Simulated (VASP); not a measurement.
# KTaO3 in VASP: further runs

Aim: see how the results for KTaO3 move with the level of theory and the settings. Levels: r2SCAN, PBEsol+U, PBEsol. Tasks: single point.

All numbers are computed with VASP 6.6.1; they aren't measurements. Logs are shortened: lines on timing, memory, paths and dates and some standing lists are left out, and cuts for length are marked.

### Step 1. The cell of the first run

The structure is cubic, space group Pm-3m (No. 221). Conventional cell: a = 3.962 Å, b = 3.962 Å, c = 3.962 Å, α = 90.00°, β = 90.00°, γ = 90.00°. Ta (site symmetry m-3m) has 6 O at 1.98 Å within 2.6 Å. K (site symmetry m-3m) has 12 O at 2.80 Å and 8 Ta at 3.43 Å within 3.7 Å. Within 2.6 Å of O (site symmetry 4/mmm) lie 2 Ta at 1.98 Å.

### Step 2. Single point, r2SCAN

File POSCAR:

```
KTaO3
1.0
    3.9615320794      0.0000000000      0.0000000000
    0.0000000000      3.9615320794      0.0000000000
    0.0000000000      0.0000000000      3.9615320794
Ta K O
1 1 3
Direct
    0.0000000000      0.0000000000      0.0000000000
    0.5000000000      0.5000000000      0.5000000000
    0.0000000000      0.0000000000      0.5000000000
    0.0000000000      0.5000000000      0.0000000000
    0.5000000000      0.0000000000      0.0000000000
```

File INCAR.step1:

```
PREC     = Accurate       # precision mode
ENCUT    = 660            # plane-wave cutoff, eV
ISMEAR   = -1             # smearing method
SIGMA    = 0.05           # smearing width, eV
LREAL    = False          # projectors in reciprocal space
LASPH    = True           # aspherical terms in the spheres
NELM     = 120            # most SCF steps
NBANDS   = 28             # bands
GGA      = PE             # functional
ALGO     = Normal         # electronic algorithm
EDIFF    = 1E-5           # SCF threshold, eV
LWAVE    = True           # write WAVECAR
LCHARG   = False          # write CHGCAR
GGA_COMPAT= False
```

File INCAR.step2:

```
PREC     = Accurate       # precision mode
ENCUT    = 660            # plane-wave cutoff, eV
EDIFF    = 1E-6           # SCF threshold, eV
ISMEAR   = -1             # smearing method
SIGMA    = 0.05           # smearing width, eV
LREAL    = False          # projectors in reciprocal space
LASPH    = True           # aspherical terms in the spheres
NELM     = 120            # most SCF steps
ALGO     = Normal         # electronic algorithm
ISIF     = 2              # what is computed and relaxed
LWAVE    = False          # write WAVECAR
LCHARG   = False          # write CHGCAR
METAGGA  = R2SCAN         # meta-GGA
LMIXTAU  = True         
NBANDS   = 28             # bands
ISTART   = 1            
GGA_COMPAT= False
```

File KPOINTS:

```
regular mesh
0
Gamma
  7 7 7
```

Potentials or basis: VASP PAW PBE potentials, release 64 (Ta_sv_GW, K_sv, O).

Command:

```sh
$ cat potpaw_PBE.64/Ta_sv_GW/POTCAR potpaw_PBE.64/K_sv/POTCAR potpaw_PBE.64/O/POTCAR > POTCAR
$ cp INCAR.step1 INCAR
$ mpirun -np 1 vasp_std > vasp.out
$ cp INCAR.step2 INCAR
$ mpirun -np 1 vasp_std > vasp.out
```

OUTCAR:

```text
PREC = Accurate
   ENCUT = 660
   EDIFF = 1E-6
   ISMEAR = -1
   LREAL = False
   LASPH = True
   NELM = 120
   ISIF = 2
   METAGGA = R2SCAN
   ISTART = 1

 ion  position               nearest neighbor table
   1  0.000  0.000  0.000-   3 1.98   4 1.98   5 1.98   3 1.98   4 1.98   5 1.98   2 3.43   2 3.43
                             2 3.43   2 3.43   2 3.43   2 3.43   2 3.43   2 3.43
   2  0.500  0.500  0.500-   3 2.80   4 2.80   5 2.80   4 2.80   5 2.80   3 2.80   5 2.80   5 2.80
                             3 2.80   4 2.80   4 2.80   3 2.80   1 3.43   1 3.43   1 3.43   1 3.43
   3  0.000  0.000  0.500-   1 1.98   1 1.98   2 2.80   2 2.80   2 2.80   2 2.80
   4  0.000  0.500  0.000-   1 1.98   1 1.98   2 2.80   2 2.80   2 2.80   2 2.80
   5  0.500  0.000  0.000-   1 1.98   1 1.98   2 2.80   2 2.80   2 2.80   2 2.80

  LATTYP: Found a simple cubic cell.
 ALAT       =     3.9615320794

  Lattice vectors:

 A1 = (   3.9615320794,   0.0000000000,   0.0000000000)
 A2 = (   0.0000000000,   3.9615320794,   0.0000000000)
 A3 = (   0.0000000000,   0.0000000000,   3.9615320794)

Analysis of symmetry for initial positions (statically):
=====================================================================
 Subroutine PRICEL returns:
 Original cell was already a primitive cell.

 Routine SETGRP: Setting up the symmetry group for a
 simple cubic supercell.

 Subroutine GETGRP returns: Found 48 space group operations
 (whereof 48 operations were pure point group operations)
 out of a pool of 48 trial point group operations.

The static configuration has the point symmetry O_h .

Analysis of symmetry for dynamics (positions and initial velocities):
=====================================================================
 Subroutine PRICEL returns:
 Original cell was already a primitive cell.

 Routine SETGRP: Setting up the symmetry group for a
 simple cubic supercell.

 Subroutine GETGRP returns: Found 48 space group operations
 (whereof 48 operations were pure point group operations)
 out of a pool of 48 trial point group operations.

The dynamic configuration has the point symmetry O_h .

 Subroutine INISYM returns: Found 48 space group operations
 (whereof 48 operations are pure point group operations),
 and found     1 'primitive' translations

----------------------------------------------------------------------------------------

                                     Primitive cell

  volume of cell :      62.1712

  direct lattice vectors                    reciprocal lattice vectors
     3.961532079  0.000000000  0.000000000     0.252427591  0.000000000  0.000000000
     0.000000000  3.961532079  0.000000000     0.000000000  0.252427591  0.000000000
     0.000000000  0.000000000  3.961532079     0.000000000  0.000000000  0.252427591

  length of vectors
     3.961532079  3.961532079  3.961532079     0.252427591  0.252427591  0.252427591

  position of ions in fractional coordinates (direct lattice)
     0.000000000  0.000000000  0.000000000
     0.500000000  0.500000000  0.500000000
     0.000000000  0.000000000  0.500000000
     0.000000000  0.500000000  0.000000000
     0.500000000  0.000000000  0.000000000

  ion indices of the primitive-cell ions
   primitive index   ion index
                 1           1
                 2           2
                 3           3
                 4           4
                 5           5

----------------------------------------------------------------------------------------

 KPOINTS: regular mesh

Automatic generation of k-mesh.
 Grid dimensions read from file:
 generate k-points for:    7    7    7

 Generating k-lattice:

  Cartesian coordinates                     Fractional coordinates (reciprocal lattice)
     0.036061084  0.000000000  0.000000000     0.142857143  0.000000000  0.000000000
     0.000000000  0.036061084  0.000000000     0.000000000  0.142857143  0.000000000
     0.000000000  0.000000000  0.036061084     0.000000000  0.000000000  0.142857143

  Length of vectors
     0.036061084  0.036061084  0.036061084

  Shift w.r.t. Gamma in fractional coordinates (k-lattice)
     0.000000000  0.000000000  0.000000000

 Subroutine IBZKPT returns following result:
 ===========================================

 Found     20 irreducible k-points:

 Following reciprocal coordinates:
            Coordinates               Weight
  0.000000  0.000000  0.000000      1.000000
  0.142857  0.000000  0.000000      6.000000
  0.285714  0.000000  0.000000      6.000000
  0.428571  0.000000  0.000000      6.000000
  0.142857  0.142857  0.000000     12.000000
  0.285714  0.142857  0.000000     24.000000
[... 12 lines left out ...]
  0.428571  0.428571  0.285714     24.000000
  0.428571  0.428571  0.428571      8.000000
   k-points           NKPTS =     20   k-points in BZ     NKDIM =     20   number of bands    NBANDS=     28
   number of dos      NEDOS =    301   number of ions     NIONS =      5
   total plane-waves  NPLWV =  46656
   dimension x,y,z NGX =    36 NGY =   36 NGZ =   36
   dimension x,y,z NGXF=    72 NGYF=   72 NGZF=   72
   ions per type =               1   1   3
   NGX,Y,Z   is equivalent  to a cutoff of  15.11, 15.11, 15.11 a.u.
   NGXF,Y,Z  is equivalent  to a cutoff of  30.21, 30.21, 30.21 a.u.
 SYSTEM =  unknown system
   PREC   = accura    normal or accurate (medium, high low for compatibility)
   ISTART =      1    job   : 0-new  1-cont  2-samecut
   ICHARG =      0    charge: 1-file 2-atom 10-const
   ISPIN  =      1    spin polarized calculation?
   LNONCOLLINEAR =      F non collinear calculations
   LSORBIT =      F    spin-orbit coupling
   LASPH  =      T    aspherical Exc in radial PAW
   ENCUT  =  660.0 eV  48.51 Ry    6.96 a.u.   8.30  8.30  8.30*2*pi/ulx,y,z
   NELM   =    120;   NELMIN=  2; NELMDL=  0     # of ELM steps
   EDIFF  = 0.1E-05   stopping-criterion for ELM
   LREAL  =      F    real-space projection
   EDIFFG = 0.1E-04   stopping-criterion for IOM
   NSW    =      0    number of steps for IOM
   IBRION =     -1    ionic relax: 0-MD 1-quasi-New 2-CG
   NFREE  =      0    steps in history (QN), initial steepest desc. (CG)
   ISIF   =      2    stress and relaxation
   ISYM   =      2    0-nonsym 1-usesym 2-fastsym
   POTIM  = 0.5000    time-step for ionic-motion
   TEBEG  =    0.0;   TEEND  =   0.0 temperature during run
   PSTRESS=    0.0 pullay stress
   NELECT =      40.0000    total number of electrons
   NUPDOWN=      -1.0000    fix difference up-down
   EMIN   =  10.00;   EMAX   =-10.00  energy-range for DOS
   EFERMI =   0.00;   METHOD = LEGACY
   ISMEAR =    -1;   SIGMA  =   0.05  broadening in eV -4-tet -1-fermi 0-gaus
   EFERMI_NEDOS =   21; number of points for ismear=-14 and -15
   IALGO  =     38    algorithm
   IMIX   =      4    mixing-type and parameters
     AMIX     =   0.40;   BMIX     =  1.00
     AMIX_MAG =   1.60;   BMIX_MAG =  1.00
  volume/ion in A,a.u.               =      12.43        83.91
  Fermi-wavevector in a.u.,A,eV,Ry     =   1.413291  2.670733 27.176168  1.997392
  Thomas-Fermi vector in A             =   2.534952
   LORBIT       =      0    0 simple, 1 ext, 2 COOP (PROOUT), +10 PAW based schemes
   METAGGA = R2SCAN    functional components
   LHFCALC =     F    Hartree Fock is set to
   AEXX    =    0.0000 exact exchange contribution
   IVDW    =     0    specifies the selected vdW correction
   LEPSILON=     F    determine dielectric tensor
   LRPA    =     F    only Hartree local field effects (RPA)
 non-spin polarized calculation
  energy-cutoff  :      660.00
  volume of cell :       62.17
 maximum number of plane-waves:      2417
 NGX is ok and might be reduce to    36
   NGX = 17   NGY = 17   NGZ = 17

 number of electron      40.0000010 magnetization

 Free energy of the ion-electron system (eV)
  ---------------------------------------------------
  ext. energy  EPLUGINS =         0.00000000
  ---------------------------------------------------
  free energy    TOTEN  =       -89.78643112 eV

  energy without entropy =      -89.78643112  energy(sigma->0) =      -89.78643112

 E-fermi :   4.2202     XC(G=0): -11.7671

 val. band max:        2.9244758634   @ k =   0.4286   0.4286   0.4286
 cond. band min:       5.6555528136   @ k =   0.0000   0.0000   0.0000
 fundamental gap:      2.7310769502
 Fermi energy:         4.2201819701

 k-point     1 :       0.0000    0.0000    0.0000
  band No.  band energies     occupation
      1     -66.4004      2.00000
      2     -32.1043      2.00000
      3     -32.1043      2.00000
      4     -32.1043      2.00000
      5     -25.4307      2.00000
      6     -15.6209      2.00000
[... 20 lines left out ...]
     27      11.6344      0.00000
     28      11.6344      0.00000

 k-point     2 :       0.1429    0.0000    0.0000
  band No.  band energies     occupation
      1     -66.4002      2.00000
      2     -32.1259      2.00000
      3     -32.1036      2.00000
      4     -32.1036      2.00000
      5     -25.4249      2.00000
      6     -15.5634      2.00000
[... 20 lines left out ...]
     27      11.9074      0.00000
     28      11.9572      0.00000

 k-point     3 :       0.2857    0.0000    0.0000
  band No.  band energies     occupation
      1     -66.3999      2.00000
      2     -32.1736      2.00000
      3     -32.1019      2.00000
      4     -32.1019      2.00000
      5     -25.4119      2.00000
      6     -15.5181      2.00000
[... 20 lines left out ...]
     27      12.5515      0.00000
     28      13.2723      0.00000

 k-point     4 :       0.4286    0.0000    0.0000
  band No.  band energies     occupation
      1     -66.3996      2.00000
      2     -32.2114      2.00000
      3     -32.1006      2.00000
      4     -32.1006      2.00000
      5     -25.4015      2.00000
      6     -15.5234      2.00000
[... 20 lines left out ...]
     27      13.1077      0.00000
     28      14.2802      0.00000

 k-point     5 :       0.1429    0.1429    0.0000
  band No.  band energies     occupation
      1     -66.4001      2.00000
      2     -32.1253      2.00000
      3     -32.1248      2.00000
      4     -32.1028      2.00000
      5     -25.4196      2.00000
      6     -15.4875      2.00000
[... 20 lines left out ...]
     27      12.1729      0.00000
     28      12.2389      0.00000

 k-point     6 :       0.2857    0.1429    0.0000
  band No.  band energies     occupation
      1     -66.3997      2.00000
      2     -32.1727      2.00000
      3     -32.1232      2.00000
      4     -32.1012      2.00000
      5     -25.4079      2.00000
      6     -15.4157      2.00000
[... 339 lines left out ...]
      5     -25.3881      2.00000
      6     -14.7286      2.00000
[... 20 lines left out ...]
     27      14.3856      0.00000
     28      14.3856      0.00000

 k-point    18 :       0.4286    0.2857    0.2857
  band No.  band energies     occupation
      1     -66.3987      2.00000
      2     -32.2052      2.00000
      3     -32.1667      2.00000
      4     -32.1661      2.00000
      5     -25.3821      2.00000
      6     -14.6197      2.00000
[... 20 lines left out ...]
     27      14.4529      0.00000
     28      14.6652      0.00000

 k-point    19 :       0.4286    0.4286    0.2857
  band No.  band energies     occupation
      1     -66.3984      2.00000
      2     -32.2037      2.00000
      3     -32.2036      2.00000
      4     -32.1649      2.00000
      5     -25.3766      2.00000
      6     -14.4693      2.00000
[... 20 lines left out ...]
     27      14.9663      0.00000
     28      14.9972      0.00000

 k-point    20 :       0.4286    0.4286    0.4286
  band No.  band energies     occupation
      1     -66.3981      2.00000
      2     -32.2022      2.00000
      3     -32.2020      2.00000
      4     -32.2020      2.00000
      5     -25.3711      2.00000
      6     -14.0356      2.00000
[... 20 lines left out ...]
     27      15.1749      0.00000
     28      15.7693      0.00000

------------------------ aborting loop because EDIFF is reached ----------------------------------------

  FORCE on cell =-STRESS in cart. coord.  units (eV):
  Direction    XX          YY          ZZ          XY          YZ          ZX
  --------------------------------------------------------------------------------------
  -------------------------------------------------------------------------------------
  Total        1.8619995      1.8619995      1.8619995      0.0000000      0.0000000     -0.0000000
  in kB       47.9844607     47.9844607     47.9844607      0.0000000      0.0000000     -0.0000000
  external PRESSURE =      47.9844607 kB  Pullay stress =       0.0000000 kB

 VOLUME and BASIS-vectors are now :
 -----------------------------------------------------------------------------
  energy-cutoff  :      660.00
  volume of cell :       62.17
      direct lattice vectors                 reciprocal lattice vectors
     3.961532079  0.000000000  0.000000000     0.252427591  0.000000000  0.000000000
     0.000000000  3.961532079  0.000000000     0.000000000  0.252427591  0.000000000
     0.000000000  0.000000000  3.961532079     0.000000000  0.000000000  0.252427591

 POSITION                                       TOTAL-FORCE (eV/Angst)
 -----------------------------------------------------------------------------------
      0.00000      0.00000      0.00000         0.000000      0.000000      0.000000
      1.98077      1.98077      1.98077         0.000000      0.000000      0.000000
      0.00000      0.00000      1.98077         0.000000      0.000000      0.000000
      0.00000      1.98077      0.00000         0.000000      0.000000      0.000000
      1.98077      0.00000      0.00000         0.000000      0.000000      0.000000
 -----------------------------------------------------------------------------------
    total drift:                                0.000000      0.000000     -0.000000

  FREE ENERGIE OF THE ION-ELECTRON SYSTEM (eV)
  ---------------------------------------------------
  free  energy   TOTEN  =       -89.7864311181 eV

  energy  without entropy=      -89.7864311181  energy(sigma->0) =      -89.78643112
```

Run time: 1.8 min. Hardware: 1 thread of Intel Xeon Platinum 8488C (Sapphire Rapids), shared host; peak memory 0.25 GiB.

What came out:

| Quantity | Value |
| --- | --- |
| Free energy | -89.7864 eV |
| Pressure | 4.8 GPa |
| Band gap on the k mesh | 2.73 eV, indirect (least direct gap 3.31 eV) |

Caveat: the PAW data sets were made with another functional, which shifts forces and pressure a little; spin-orbit coupling is left out, which moves the levels of the heavy elements. A k mesh can miss the band edges.

[end of part 1 of 3]
